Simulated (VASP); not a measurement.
# Al2O3 (R-3c) in VASP: notebook

Al2O3 is run at these levels: revPBE+D4; tasks: single point.

Program: VASP 6.6.1. These are calculated values, not measurements. Logs are shortened: lines on timing, memory, paths and dates and some standing lists are left out, and cuts for length are marked.

**1. The cell of the first run**

It takes space group R-3c (No. 167, trigonal). The conventional cell has a = 4.823 Å, b = 4.823 Å, c = 13.167 Å, α = 90.00°, β = 90.00°, γ = 120.00°. Within 2.5 Å of Al (site symmetry 3) lie 6 O at 1.88 to 2.00 Å. Within 3.0 Å of O (site symmetry 2) lie 4 Al at 1.88 to 2.00 Å and 12 O at 2.56 to 2.90 Å.

**2. Single point, revPBE+D4**

INCAR reads:

```
PREC = Accurate
ENCUT = 520
EDIFF = 1E-6
ISMEAR = -1
SIGMA = 0.05
LREAL = F
LASPH = T
NELM = 80
ALGO = Normal
ISIF = 2
LWAVE = F
LCHARG = F
GGA = RE
IVDW = 13
NBANDS = 35
```

KPOINTS reads:

```
Automatic mesh
0
Gamma
  7 7 7
```

POSCAR reads:

```
Al2O3
1.0
    2.4115726709      1.3923221307      4.3888714495
   -2.4115726709      1.3923221307      4.3888714495
    0.0000000000     -2.7846442615      4.3888714495
Al O
4 6
Direct
    0.8521600000      0.8521600000      0.8521600000
    0.6478400000      0.6478400000      0.6478400000
    0.1478400000      0.1478400000      0.1478400000
    0.3521600000      0.3521600000      0.3521600000
    0.0566800000      0.7500000000      0.4433200000
    0.7500000000      0.4433200000      0.0566800000
    0.4433200000      0.0566800000      0.7500000000
    0.9433200000      0.2500000000      0.5566800000
    0.2500000000      0.5566800000      0.9433200000
    0.5566800000      0.9433200000      0.2500000000
```

Potentials or basis: VASP PAW PBE potentials, release 64 (Al, O).

On the command line:

```bash
> cat potpaw_PBE.64/Al/POTCAR potpaw_PBE.64/O/POTCAR > POTCAR
> mpirun -np 1 vasp_std > vasp.out
```

OUTCAR:

```text
PREC = Accurate
   ENCUT = 520
   EDIFF = 1E-6
   ISMEAR = -1
   LREAL = F
   LASPH = T
   NELM = 80
   ISIF = 2
   GGA = RE
   IVDW = 13

 ion  position               nearest neighbor table
   1  0.852  0.852  0.852-   9 1.88   8 1.88  10 1.88   7 2.00   6 2.00   5 2.00   2 2.69   3 2.83
                             3 2.83   3 2.83   2 3.26   2 3.26   2 3.26
   2  0.648  0.648  0.648-   8 1.88   9 1.88  10 1.88   7 2.00   5 2.00   6 2.00   1 2.69   4 2.83
                             4 2.83   4 2.83   1 3.26   1 3.26   1 3.26
   3  0.148  0.148  0.148-   6 1.88   5 1.88   7 1.88  10 2.00   9 2.00   8 2.00   4 2.69   1 2.83
                             1 2.83   1 2.83   4 3.26   4 3.26   4 3.26
   4  0.352  0.352  0.352-   5 1.88   6 1.88   7 1.88  10 2.00   8 2.00   9 2.00   3 2.69   2 2.83
                             2 2.83   2 2.83   3 3.26   3 3.26   3 3.26
   5  0.057  0.750  0.443-   4 1.88   3 1.88   2 2.00   1 2.00
   6  0.750  0.443  0.057-   3 1.88   4 1.88   1 2.00   2 2.00
   7  0.443  0.057  0.750-   3 1.88   4 1.88   1 2.00   2 2.00
   8  0.943  0.250  0.557-   2 1.88   1 1.88   4 2.00   3 2.00
   9  0.250  0.557  0.943-   1 1.88   2 1.88   3 2.00   4 2.00
  10  0.557  0.943  0.250-   1 1.88   2 1.88   3 2.00   4 2.00

  LATTYP: Found a trigonal (rhomboedric) cell.
 ALAT       =     5.1977337622
 COS(alpha) =     0.5694707703

  Lattice vectors:

 A1 = (   2.4115726709,   1.3923221307,   4.3888714495)
 A2 = (  -2.4115726709,   1.3923221307,   4.3888714495)
 A3 = (   0.0000000000,  -2.7846442615,   4.3888714495)

Analysis of symmetry for initial positions (statically):
=====================================================================
 Subroutine PRICEL returns:
 Original cell was already a primitive cell.

 Routine SETGRP: Setting up the symmetry group for a
 trigonal (rhombohedral) supercell.

 Subroutine GETGRP returns: Found 12 space group operations
 (whereof  6 operations were pure point group operations)
 out of a pool of 12 trial point group operations.

The static configuration has the point symmetry S_6 .
 The point group associated with its full space group is D_3d.

Analysis of symmetry for dynamics (positions and initial velocities):
=====================================================================
 Subroutine PRICEL returns:
 Original cell was already a primitive cell.

 Routine SETGRP: Setting up the symmetry group for a
 trigonal (rhombohedral) supercell.

 Subroutine GETGRP returns: Found 12 space group operations
 (whereof  6 operations were pure point group operations)
 out of a pool of 12 trial point group operations.

The dynamic configuration has the point symmetry S_6 .
 The point group associated with its full space group is D_3d.

 Subroutine INISYM returns: Found 12 space group operations
 (whereof  6 operations are pure point group operations),
 and found     1 'primitive' translations

----------------------------------------------------------------------------------------

                                     Primitive cell

  volume of cell :      88.4187

  direct lattice vectors                    reciprocal lattice vectors
     2.411572671  1.392322131  4.388871449     0.207333582  0.119704099  0.075949669
    -2.411572671  1.392322131  4.388871449    -0.207333582  0.119704099  0.075949669
     0.000000000 -2.784644261  4.388871449     0.000000000 -0.239408199  0.075949669

  length of vectors
     5.197733762  5.197733762  5.197733762     0.251166554  0.251166554  0.251166554

  position of ions in fractional coordinates (direct lattice)
     0.852160000  0.852160000  0.852160000
     0.647840000  0.647840000  0.647840000
     0.147840000  0.147840000  0.147840000
     0.352160000  0.352160000  0.352160000
     0.056680000  0.750000000  0.443320000
     0.750000000  0.443320000  0.056680000
     0.443320000  0.056680000  0.750000000
     0.943320000  0.250000000  0.556680000
     0.250000000  0.556680000  0.943320000
     0.556680000  0.943320000  0.250000000

  ion indices of the primitive-cell ions
   primitive index   ion index
                 1           1
                 2           2
                 3           3
                 4           4
                 5           5
                 6           6
                 7           7
                 8           8
                 9           9
                10          10

----------------------------------------------------------------------------------------

 KPOINTS: Automatic mesh

Automatic generation of k-mesh.
 Grid dimensions read from file:
 generate k-points for:    7    7    7

 Generating k-lattice:

  Cartesian coordinates                     Fractional coordinates (reciprocal lattice)
     0.029619083  0.017100586  0.010849953     0.142857143  0.000000000  0.000000000
    -0.029619083  0.017100586  0.010849953     0.000000000  0.142857143  0.000000000
     0.000000000 -0.034201171  0.010849953     0.000000000  0.000000000  0.142857143

  Length of vectors
     0.035880936  0.035880936  0.035880936

  Shift w.r.t. Gamma in fractional coordinates (k-lattice)
     0.000000000  0.000000000  0.000000000

 Subroutine IBZKPT returns following result:
 ===========================================

 Found     44 irreducible k-points:

 Following reciprocal coordinates:
            Coordinates               Weight
  0.000000  0.000000  0.000000      1.000000
  0.142857  0.000000  0.000000      6.000000
  0.285714  0.000000  0.000000      6.000000
  0.428571  0.000000  0.000000      6.000000
  0.142857  0.142857  0.000000      6.000000
  0.285714  0.142857  0.000000     12.000000
[... 16 lines left out ...]
  0.285714  0.285714  0.142857      6.000000
  0.428571  0.285714  0.142857     12.000000
 [... further k-points ...]
   k-points           NKPTS =     44   k-points in BZ     NKDIM =     44   number of bands    NBANDS=     35
   number of dos      NEDOS =    301   number of ions     NIONS =     10
   total plane-waves  NPLWV =  64000
   dimension x,y,z NGX =    40 NGY =   40 NGZ =   40
   dimension x,y,z NGXF=    80 NGYF=   80 NGZF=   80
   ions per type =               4   6
   NGX,Y,Z   is equivalent  to a cutoff of  12.79, 12.79, 12.79 a.u.
   NGXF,Y,Z  is equivalent  to a cutoff of  25.59, 25.59, 25.59 a.u.
 SYSTEM =  unknown system
   PREC   = accura    normal or accurate (medium, high low for compatibility)
   ISTART =      0    job   : 0-new  1-cont  2-samecut
   ICHARG =      2    charge: 1-file 2-atom 10-const
   ISPIN  =      1    spin polarized calculation?
   LNONCOLLINEAR =      F non collinear calculations
   LSORBIT =      F    spin-orbit coupling
   LASPH  =      T    aspherical Exc in radial PAW
   ENCUT  =  520.0 eV  38.22 Ry    6.18 a.u.   9.66  9.66  9.66*2*pi/ulx,y,z
   NELM   =     80;   NELMIN=  2; NELMDL= -5     # of ELM steps
   EDIFF  = 0.1E-05   stopping-criterion for ELM
   LREAL  =      F    real-space projection
   EDIFFG = 0.1E-04   stopping-criterion for IOM
   NSW    =      0    number of steps for IOM
   IBRION =     -1    ionic relax: 0-MD 1-quasi-New 2-CG
   NFREE  =      0    steps in history (QN), initial steepest desc. (CG)
   ISIF   =      2    stress and relaxation
   ISYM   =      2    0-nonsym 1-usesym 2-fastsym
   POTIM  = 0.5000    time-step for ionic-motion
   TEBEG  =    0.0;   TEEND  =   0.0 temperature during run
   PSTRESS=    0.0 pullay stress
   NELECT =      48.0000    total number of electrons
   NUPDOWN=      -1.0000    fix difference up-down
   EMIN   =  10.00;   EMAX   =-10.00  energy-range for DOS
   EFERMI =   0.00;   METHOD = LEGACY
   ISMEAR =    -1;   SIGMA  =   0.05  broadening in eV -4-tet -1-fermi 0-gaus
   EFERMI_NEDOS =   21; number of points for ismear=-14 and -15
   IALGO  =     38    algorithm
   IMIX   =      4    mixing-type and parameters
     AMIX     =   0.40;   BMIX     =  1.00
     AMIX_MAG =   1.60;   BMIX_MAG =  1.00
  volume/ion in A,a.u.               =       8.84        59.67
  Fermi-wavevector in a.u.,A,eV,Ry     =   1.335490  2.523709 24.266433  1.783532
  Thomas-Fermi vector in A             =   2.464190
   LORBIT       =      0    0 simple, 1 ext, 2 COOP (PROOUT), +10 PAW based schemes
   GGA     = RE    functional components
   LHFCALC =     F    Hartree Fock is set to
   AEXX    =    0.0000 exact exchange contribution
   IVDW    =    13    specifies the selected vdW correction
   LEPSILON=     F    determine dielectric tensor
   LRPA    =     F    only Hartree local field effects (RPA)
 non-spin polarized calculation
  energy-cutoff  :      520.00
  volume of cell :       88.42
 maximum number of plane-waves:      2401
   NGX = 19   NGY = 19   NGZ = 19

 number of electron      48.0000005 magnetization

 Free energy of the ion-electron system (eV)
  ---------------------------------------------------
  ext. energy  EPLUGINS =         0.00000000
  ---------------------------------------------------
  free energy    TOTEN  =       -71.53747133 eV

  energy without entropy =      -71.53747133  energy(sigma->0) =      -71.53747133

 E-fermi :   6.9132     XC(G=0): -11.3501

 val. band max:        5.8124934264   @ k =   0.0000   0.0000   0.0000
 cond. band min:      11.6149444667   @ k =   0.0000   0.0000   0.0000
 fundamental gap:      5.8024510403
 Fermi energy:         6.9132374696

 k-point     1 :       0.0000    0.0000    0.0000
  band No.  band energies     occupation
      1     -13.1866      2.00000
      2     -11.0241      2.00000
      3     -10.7723      2.00000
      4     -10.7723      2.00000
      5     -10.4753      2.00000
      6     -10.4753      2.00000
[... 27 lines left out ...]
     34      18.8609      0.00000
     35      20.1645      0.00000

 k-point     2 :       0.1429    0.0000    0.0000
  band No.  band energies     occupation
      1     -13.0872      2.00000
      2     -11.0636      2.00000
      3     -10.8362      2.00000
      4     -10.7916      2.00000
      5     -10.5227      2.00000
      6     -10.4815      2.00000
[... 27 lines left out ...]
     34      18.5510      0.00000
     35      20.0692      0.00000

 k-point     3 :       0.2857    0.0000    0.0000
  band No.  band energies     occupation
      1     -12.8010      2.00000
      2     -11.3604      2.00000
      3     -10.8229      2.00000
      4     -10.8191      2.00000
      5     -10.6320      2.00000
      6     -10.5202      2.00000
[... 27 lines left out ...]
     34      18.9278      0.00000
     35      19.4964      0.00000

 k-point     4 :       0.4286    0.0000    0.0000
  band No.  band energies     occupation
      1     -12.3653      2.00000
      2     -11.8493      2.00000
      3     -10.8089      2.00000
      4     -10.7422      2.00000
      5     -10.7211      2.00000
      6     -10.6066      2.00000
[... 27 lines left out ...]
     34      18.6924      0.00000
     35      18.8670      0.00000

 k-point     5 :       0.1429    0.1429    0.0000
  band No.  band energies     occupation
      1     -13.0599      2.00000
      2     -11.0802      2.00000
      3     -10.8527      2.00000
      4     -10.7881      2.00000
      5     -10.5624      2.00000
      6     -10.4649      2.00000
[... 638 lines left out ...]
 k-point    22 :      -0.1429    0.1429    0.1429
  band No.  band energies     occupation
      1     -12.8287      2.00000
      2     -11.2182      2.00000
      3     -10.9325      2.00000
      4     -10.7848      2.00000
      5     -10.6737      2.00000
      6     -10.5177      2.00000
[... 27 lines left out ...]
     34      18.6747      0.00000
     35      19.5924      0.00000

 k-point    23 :       0.2857    0.2857    0.1429
  band No.  band energies     occupation
      1     -12.8714      2.00000
      2     -11.3554      2.00000
      3     -10.8785      2.00000
      4     -10.7118      2.00000
      5     -10.6732      2.00000
      6     -10.4483      2.00000
[... 27 lines left out ...]
     34      18.9088      0.00000
     35      19.6975      0.00000

 k-point    24 :       0.4286    0.2857    0.1429
  band No.  band energies     occupation
      1     -12.6144      2.00000
      2     -11.4492      2.00000
      3     -11.0542      2.00000
      4     -10.8493      2.00000
      5     -10.6790      2.00000
      6     -10.4263      2.00000
[... 27 lines left out ...]
     34      19.1395      0.00000
     35      19.4436      0.00000

 [... further k-points ...]

------------------------ aborting loop because EDIFF is reached ----------------------------------------

  DFT-D4 for vdW energy calculation

  Edisp (eV):   -5.16538

  FORCE on cell =-STRESS in cart. coord.  units (eV):
  Direction    XX          YY          ZZ          XY          YZ          ZX
  --------------------------------------------------------------------------------------
  -------------------------------------------------------------------------------------
  Total      -4.78854    -4.78854    -4.74227    -0.00000     0.00000     0.00000
  in kB     -86.76994   -86.76994   -85.93147    -0.00000     0.00000     0.00000
  external pressure =      -86.49 kB  Pullay stress =        0.00 kB

 VOLUME and BASIS-vectors are now :
 -----------------------------------------------------------------------------
  energy-cutoff  :      520.00
  volume of cell :       88.42
      direct lattice vectors                 reciprocal lattice vectors
     2.411572671  1.392322131  4.388871449     0.207333582  0.119704099  0.075949669
    -2.411572671  1.392322131  4.388871449    -0.207333582  0.119704099  0.075949669
     0.000000000 -2.784644261  4.388871449     0.000000000 -0.239408199  0.075949669

 POSITION                                       TOTAL-FORCE (eV/Angst)
 -----------------------------------------------------------------------------------
      0.00000     -0.00000     11.22006         0.000000     -0.000000      0.025694
      0.00000     -0.00000      8.52986         0.000000      0.000000     -0.025694
      0.00000     -0.00000      1.94655         0.000000      0.000000     -0.025694
      0.00000     -0.00000      4.63675         0.000000     -0.000000      0.025694
     -1.67199     -0.11133      5.48609         0.000616      0.001066     -0.000000
      0.73958      1.50365      5.48609         0.000616     -0.001066     -0.000000
      0.93241     -1.39232      5.48609        -0.001231      0.000000     -0.000000
      1.67199      0.11133      7.68053        -0.000616     -0.001066     -0.000000
     -0.73958     -1.50365      7.68053        -0.000616      0.001066     -0.000000
     -0.93241      1.39232      7.68053         0.001231      0.000000     -0.000000
 -----------------------------------------------------------------------------------
    total drift:                               -0.000000      0.000000     -0.000000

  FREE ENERGIE OF THE ION-ELECTRON SYSTEM (eV)
  ---------------------------------------------------
  free  energy   TOTEN  =       -76.7028563162 eV

  energy  without entropy=      -76.7028563161  energy(sigma->0) =      -76.70285632
```

Run time: 2.6 min. Hardware: 1 thread of Intel Xeon 6975P-C (Granite Rapids), shared host; peak memory 0.26 GiB.

Results:

- Free energy: -76.7029 eV
- Pressure: -8.6 GPa
- Largest force: 0.026 eV/Å
- Band gap on the k mesh: 5.80 eV
- Dispersion energy per atom: -0.517 eV

Forces in eV/Å, atoms in the order of the input:
```
Al   0.000  0.000  0.026
Al   0.000  0.000 -0.026
Al   0.000  0.000 -0.026
Al   0.000  0.000  0.026
O    0.001  0.001  0.000
O    0.001 -0.001  0.000
O   -0.001  0.000  0.000
O   -0.001 -0.001  0.000
O   -0.001  0.001  0.000
O    0.001  0.000  0.000
```

Stress tensor (GPa, compression positive):
```
-8.68  0.00  0.00
 0.00 -8.68  0.00
 0.00  0.00 -8.59
```

Caveat: the cell stands under tension; the PAW data sets were made with another functional, which shifts forces and pressure a little; an odd mesh through Γ misses points on the zone boundary, where band edges can lie.

[end of part 1 of 2]
